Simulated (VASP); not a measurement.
# MgS (Fm-3m) in VASP: vibrations by perturbation theory with PBE

Aim: the vibrations by perturbation theory of MgS with PBE.

All numbers are computed with VASP 6.6.1; they aren't measurements. Logs are shortened: lines on timing, memory, paths and dates and some standing lists are left out, and cuts for length are marked.

## 1. The cell of the first run

Symmetry: Fm-3m, No. 225, cubic system. Conventional cell: a = 5.230 Å, b = 5.230 Å, c = 5.230 Å, α = 90.00°, β = 90.00°, γ = 90.00°. Within 3.4 Å of Mg (site symmetry m-3m) lie 6 S at 2.61 Å. Within 3.4 Å of S (site symmetry m-3m) lie 6 Mg at 2.61 Å.

## 2. Vibrations by perturbation theory, PBE

File INCAR:

```
  ALGO = Normal
  EDIFF = 1E-8
  ENCUT = 520
  GGA = PE
  IBRION = 8
  ISIF = 2
  ISMEAR = 0
  LASPH = T
  LCHARG = F
  LEPSILON = T
  LREAL = F
  LWAVE = F
  NELM = 100
  NSW = 1
  PREC = Accurate
  SIGMA = 0.01
```

File KPOINTS:

```
k-points
0
Gamma
  8 8 8
```

File POSCAR:

```
MgS
1.0
    0.0000000000      2.6148576661      2.6148576661
    2.6148576661      0.0000000000      2.6148576661
    2.6148576661      2.6148576661      0.0000000000
Mg S
1 1
Direct
    0.0000000000      0.0000000000      0.0000000000
    0.5000000000      0.5000000000      0.5000000000
```

Potentials or basis: VASP PAW PBE potentials, release 64 (Mg, S).

Run with:

```console
cat potpaw_PBE.64/Mg/POTCAR potpaw_PBE.64/S/POTCAR > POTCAR
mpirun -np 1 vasp_std > vasp.out
```

OUTCAR:

```text
EDIFF = 1E-8
   ENCUT = 520
   GGA = PE
   IBRION = 8
   ISIF = 2
   ISMEAR = 0
   LASPH = T
   LEPSILON = T
   LREAL = F
   NELM = 100
   NSW = 1
   PREC = Accurate

 ion  position               nearest neighbor table
   1  0.000  0.000  0.000-   2 2.61   2 2.61   2 2.61   2 2.61   2 2.61   2 2.61
   2  0.500  0.500  0.500-   1 2.61   1 2.61   1 2.61   1 2.61   1 2.61   1 2.61

  LATTYP: Found a face centered cubic cell.
 ALAT       =     5.2297153322

  Lattice vectors:

 A1 = (   0.0000000000,   2.6148576661,   2.6148576661)
 A2 = (   2.6148576661,   0.0000000000,   2.6148576661)
 A3 = (   2.6148576661,   2.6148576661,   0.0000000000)

Analysis of symmetry for initial positions (statically):
=====================================================================
 Subroutine PRICEL returns:
 Original cell was already a primitive cell.

 Routine SETGRP: Setting up the symmetry group for a
 face centered cubic supercell.

 Subroutine GETGRP returns: Found 48 space group operations
 (whereof 48 operations were pure point group operations)
 out of a pool of 48 trial point group operations.

The static configuration has the point symmetry O_h .

Analysis of symmetry for dynamics (positions and initial velocities):
=====================================================================
 Subroutine PRICEL returns:
 Original cell was already a primitive cell.

 Routine SETGRP: Setting up the symmetry group for a
 face centered cubic supercell.

 Subroutine GETGRP returns: Found 48 space group operations
 (whereof 48 operations were pure point group operations)
 out of a pool of 48 trial point group operations.

The dynamic configuration has the point symmetry O_h .

 Subroutine INISYM returns: Found 48 space group operations
 (whereof 48 operations are pure point group operations),
 and found     1 'primitive' translations

----------------------------------------------------------------------------------------

                                     Primitive cell

  volume of cell :      35.7581

  direct lattice vectors                    reciprocal lattice vectors
     0.000000000  2.614857666  2.614857666    -0.191214997  0.191214997  0.191214997
     2.614857666  0.000000000  2.614857666     0.191214997 -0.191214997  0.191214997
     2.614857666  2.614857666  0.000000000     0.191214997  0.191214997 -0.191214997

  length of vectors
     3.697967175  3.697967175  3.697967175     0.331194089  0.331194089  0.331194089

  position of ions in fractional coordinates (direct lattice)
     0.000000000  0.000000000  0.000000000
     0.500000000  0.500000000  0.500000000

  ion indices of the primitive-cell ions
   primitive index   ion index
                 1           1
                 2           2

----------------------------------------------------------------------------------------

 KPOINTS: k-points

Automatic generation of k-mesh.
 Grid dimensions read from file:
 generate k-points for:    8    8    8

 Generating k-lattice:

  Cartesian coordinates                     Fractional coordinates (reciprocal lattice)
    -0.023901875  0.023901875  0.023901875     0.125000000  0.000000000  0.000000000
     0.023901875 -0.023901875  0.023901875     0.000000000  0.125000000  0.000000000
     0.023901875  0.023901875 -0.023901875     0.000000000  0.000000000  0.125000000
[... 412 lines left out ...]
  free energy    TOTEN  =        -0.48393680 eV

  energy without entropy =       -0.48393680

------------------------ aborting loop because EDIFF is reached ----------------------------------------

--------------------------------------- Ionic step        2  -------------------------------------------

------------------------ aborting loop because EDIFF is reached ----------------------------------------

--------------------------------------- Ionic step        3  -------------------------------------------

------------------------ aborting loop because EDIFF is reached ----------------------------------------

 PIEZOELECTRIC TENSOR FIELD DIRECTION 3  (e Angst)
 -----------------------------------------------------------------------------
     0.00006  0.00000  0.00000           (  0.00001  0.00000  0.00000)
     0.00000  0.00006 -0.00000           (  0.00000  0.00001 -0.00000)
     0.00000 -0.00000 -0.00152           (  0.00000 -0.00000  0.00000)

 PIEZOELECTRIC TENSOR FIELD DIRECTION 3  (C/m^2)
 -----------------------------------------------------------------------------
     0.00002  0.00000  0.00000
     0.00000  0.00002 -0.00000
     0.00000 -0.00000 -0.00068

--------------------------------------- Ionic step        4  -------------------------------------------

------------------------ aborting loop because EDIFF is reached ----------------------------------------

[... ionic steps 5 to 6 ...]

--------------------------------------- Ionic step        7  -------------------------------------------

 Free energy of the ion-electron system (eV)
  ---------------------------------------------------
  ---------------------------------------------------
  free energy    TOTEN  =        -0.10694357 eV

  energy without entropy =       -0.10694357

------------------------ aborting loop because EDIFF is reached ----------------------------------------

 INTERNAL STRAIN TENSOR  FOR ION    2  DIRECTION 1   (eV/Angst):
 -----------------------------------------------------------------------------
    -0.01207  0.00000  0.00000
     0.00000  0.01523  0.00000
     0.00000  0.00000  0.01523

 MACROSCOPIC STATIC DIELECTRIC TENSOR (including local field effects in DFT)
 ------------------------------------------------------
           5.410854     0.000000     0.000000
           0.000000     5.410854    -0.000000
          -0.000000    -0.000000     5.410854
 ------------------------------------------------------

 PIEZOELECTRIC TENSOR (including local field effects)  for field in x, y, z        (e  Angst)
          XX          YY          ZZ          XY          YZ          ZX
  --------------------------------------------------------------------------------
  x     0.00000     0.00000     0.00000     0.00000     0.00000     0.00000
  y     0.00000     0.00000     0.00000     0.00000     0.00000     0.00000
  z     0.00000     0.00000     0.00000     0.00000     0.00000     0.00000

 PIEZOELECTRIC TENSOR (including local field effects)  for field in x, y, z        (C/m^2)
          XX          YY          ZZ          XY          YZ          ZX
  --------------------------------------------------------------------------------
  x     0.00000     0.00000     0.00000     0.00000     0.00000     0.00000
  y     0.00000     0.00000     0.00000     0.00000     0.00000     0.00000
  z     0.00000     0.00000     0.00000     0.00000     0.00000     0.00000

 BORN EFFECTIVE CHARGES (including local field effects) (in |e|, cummulative output)
 ---------------------------------------------------------------------------------
 ion    1
    1     2.34174     0.00000     0.00000
    2    -0.00000     2.34174     0.00000
    3     0.00000     0.00000     2.34174
 ion    2
    1    -2.34174    -0.00000    -0.00000
    2     0.00000    -2.34174    -0.00000
    3    -0.00000    -0.00000    -2.34174

 INTERNAL STRAIN TENSOR FOR ION    2 for displacements in x,y,z  (eV/Angst):
          X           Y           Z          XY          YZ          ZX
  --------------------------------------------------------------------------------
  x     0.00000     0.00000     0.00000     0.00000     0.00000     0.00000
  y     0.00000     0.00000     0.00000     0.00000     0.00000     0.00000
  z     0.00000     0.00000     0.00000     0.00000     0.00000     0.00000

 SECOND DERIVATIVES (NOT SYMMETRIZED)
 ------------------------------------
               1X          1Y          1Z          2X          2Y          2Z
  1X    -2.545630    0.000000    0.000000    2.545630    0.000000    0.000000
  1Y     0.000000   -2.545630    0.000000    0.000000    2.545630    0.000000
  1Z     0.000000    0.000000   -2.545630    0.000000    0.000000    2.545630
  2X     2.549193    0.000000    0.000000   -2.549193    0.000000    0.000000
  2Y     0.000000    2.549193    0.000000    0.000000   -2.549193    0.000000
  2Z     0.000000    0.000000    2.549193    0.000000    0.000000   -2.549193

 Eigenvectors and eigenvalues of the dynamical matrix
 ----------------------------------------------------

   1 f  =    6.710225 THz    42.161584 2PiTHz  223.828997 cm-1    27.751246 meV
             X         Y         Z           dx          dy          dz
      0.000000  0.000000  0.000000     0.000000    0.000000   -0.753986
      2.614858  2.614858  2.614858     0.000000    0.000000    0.656890
[... 21 lines left out ...]
   6 f/i=    0.002325 THz     0.014607 2PiTHz    0.077544 cm-1     0.009614 meV
             X         Y         Z           dx          dy          dz
      0.000000  0.000000  0.000000     0.531716   -0.336298    0.188909
      2.614858  2.614858  2.614858     0.610310   -0.386007    0.216832

--------------------------------------------------------------------------------------------------------

 MACROSCOPIC STATIC DIELECTRIC TENSOR IONIC CONTRIBUTION
 ------------------------------------------------------
          10.893537     0.000000     0.000000
           0.000000    10.893537    -0.000000
           0.000000    -0.000000    10.893537
 ------------------------------------------------------

 ELASTIC MODULI CONTR FROM IONIC RELAXATION (kBar)
 Direction    XX          YY          ZZ          XY          YZ          ZX
 --------------------------------------------------------------------------------
 XX           0.0000      0.0000      0.0000      0.0000      0.0000      0.0000
 YY           0.0000      0.0000      0.0000      0.0000      0.0000      0.0000
 ZZ           0.0000      0.0000      0.0000      0.0000      0.0000      0.0000
 XY           0.0000      0.0000      0.0000      0.0000      0.0000      0.0000
 YZ           0.0000      0.0000      0.0000      0.0000      0.0000      0.0000
 ZX           0.0000      0.0000      0.0000      0.0000      0.0000      0.0000
 --------------------------------------------------------------------------------

 PIEZOELECTRIC TENSOR IONIC CONTR  for field in x, y, z        (C/m^2)
          XX          YY          ZZ          XY          YZ          ZX
  --------------------------------------------------------------------------------
  x     0.00000     0.00000     0.00000     0.00000     0.00000     0.00000
  y     0.00000     0.00000     0.00000     0.00000     0.00000     0.00000
  z     0.00000     0.00000     0.00000     0.00000     0.00000     0.00000
```

Wall time 4.7 min (1 thread of Intel Xeon 8259CL, shared host); peak memory 0.2 GiB.

Results:

```
Electronic dielectric tensor (diagonal)                 : 5.41
Born charges (mean of the diagonal)                     : Mg +2.34; S -2.34 e
Highest phonon frequency at Γ, LO-TO splitting left out : 224 cm⁻¹
```

Phonon frequencies in cm⁻¹ (negative: imaginary):
```csv
q point,frequencies
"(0.000, 0.000, 0.000)",0 0 0 224 224 224
```

Electronic dielectric tensor:
```
5.41 0.00 0.00
0.00 5.41 0.00
0.00 0.00 5.41
```

Born effective charge tensors (e):
atom 1, Mg
```
2.34 0.00 0.00
0.00 2.34 0.00
0.00 0.00 2.34
```
atom 2, S
```
-2.34  0.00  0.00
 0.00 -2.34  0.00
 0.00  0.00 -2.34
```
